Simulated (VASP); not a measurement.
Wanted: the native input for a VASP 6.6.1 run.

```yaml
Task: single point
Functional: PBEsol
Potentials_or_basis: VASP PAW PBE potentials, release 64 (Nb_sv, H)
Cutoff: 520 eV
k_mesh: 3 × 3 × 3
Occupations: gaussian, width 0.1 eV
Spin: no spin polarisation
Dipole_correction: no
Further_INCAR_settings: LREAL = Auto; ALGO = Normal; EDIFF = 1e-06; NBANDS = 118
```

The structure of Nb16H (a cell with a defect) lies in POSCAR:

```
Nb16H
1.0
    6.6000000000      0.0000000000      0.0000000000
    0.0000000000      6.6000000000      0.0000000000
    0.0000000000      0.0000000000      6.6000000000
Nb H
16 1
Direct
   -0.0002825758      0.0019516667      0.0007030303
    0.4998103030      0.0019503030      0.0007036364
   -0.0013586364      0.5025989394     -0.0013910606
    0.0112904545     -0.0057689394      0.5032848485
    0.2497643939      0.2502480303      0.2502890909
    0.5008895455      0.5025975758     -0.0013903030
    0.4882337879     -0.0057706061      0.5032856061
    0.7497643939      0.2579953030      0.2412530303
    0.0001087879      0.4997103030      0.4993227273
    0.2497639394      0.7490654545      0.2524057576
    0.2497639394      0.2482915152      0.7511696970
    0.4994192424      0.4997089394      0.4993234848
    0.7497636364      0.7513959091      0.2492642424
    0.7497640909      0.2505892424      0.7473651515
    0.2497633333      0.7469645455      0.7538263636
    0.7497630303      0.7490615152      0.7513233333
    0.7497618182      0.0803168182      0.4623645455
```

The input as run:

INCAR

```
PREC = Accurate
ENCUT = 520
EDIFF = 1E-6
ISMEAR = 0
SIGMA = 0.1
LREAL = Auto
LASPH = True
NELM = 80
ALGO = Normal
ISIF = 2
LWAVE = False
LCHARG = True
GGA = PS
LELF = True
LVHAR = True
NBANDS = 118
```

KPOINTS

```
regular mesh
0
Gamma
  3 3 3
```

Potentials or basis: VASP PAW PBE potentials, release 64 (Nb_sv, H).

Command:

```console
$ cat potpaw_PBE.64/Nb_sv/POTCAR potpaw_PBE.64/H/POTCAR > POTCAR
$ mpirun -np 1 vasp_std > vasp.out
```

It gave:

The pressure is -3.8 GPa and the largest force is 0.424 eV/Å. The band gap on the k mesh is zero (an odd number of electrons rules out a gap without spin polarisation).

Caveat: the PAW data sets were made with another functional, which shifts forces and pressure a little.

It took 33 min on 1 thread of Intel Xeon 8259CL (shared host), peak memory 0.47 GiB.
